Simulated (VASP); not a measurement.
Wanted: the native input for a VASP 6.6.1 run.

| Item | Value |
| --- | --- |
| Task | single point |
| Functional | PBEsol |
| Potentials or basis | VASP PAW PBE potentials, release 64 (N) |
| Cutoff | 520 eV |
| k mesh | 3 × 3 × 3 |
| Occupations | gaussian, width 0.01 eV |
| Spin | no spin polarisation |
| Dipole correction | no |
| Further INCAR settings | ALGO = Normal; EDIFF = 1e-06; NBANDS = 30 |

The structure of N lies in POSCAR:

```
N
1.0
    5.8151000000      0.0000000000      0.0000000000
    0.0000000000      5.8151000000      0.0000000000
    0.0000000000      0.0000000000      5.8151000000
N
8
Direct
    0.0639000000      0.0639000000      0.0639000000
    0.4361000000      0.9361000000      0.5639000000
    0.5639000000      0.4361000000      0.9361000000
    0.9361000000      0.5639000000      0.4361000000
    0.9541400000      0.9541400000      0.9541400000
    0.5458600000      0.0458600000      0.4541400000
    0.4541400000      0.5458600000      0.0458600000
    0.0458600000      0.4541400000      0.5458600000
```

One way to write it, as run:

INCAR

```
SYSTEM = N
PREC = Accurate
ENCUT = 520
EDIFF = 1E-6
ISMEAR = 0
SIGMA = 0.01
LREAL = .FALSE.
LASPH = .TRUE.
NELM = 80
ALGO = Normal
ISIF = 2
LWAVE = .FALSE.
LCHARG = .TRUE.
GGA = PS
LELF = .TRUE.
LVHAR = .TRUE.
NBANDS = 30
```

KPOINTS

```
Automatic mesh
0
G
  3 3 3
  0 0 0
```

Potentials or basis: VASP PAW PBE potentials, release 64 (N).

Launch:

```console
$ cat potpaw_PBE.64/N/POTCAR > POTCAR
$ mpirun -np 1 vasp_std > vasp.out
```

Results of the run:

| Quantity | Value |
| --- | --- |
| Pressure | 1.1 GPa |
| Largest force | 0.908 eV/Å |
| Band gap on the k mesh | 7.40 eV, indirect (least direct gap 7.41 eV) |

Caveat: the standard files for N, O and F lose accuracy on very short bonds; the PAW data sets were made with another functional, which shifts forces and pressure a little.

Wall time 28 s on 1 thread of AMD EPYC 7R43 64-Core Processor (Zen 3), on a shared host, peak memory 0.25 GiB.
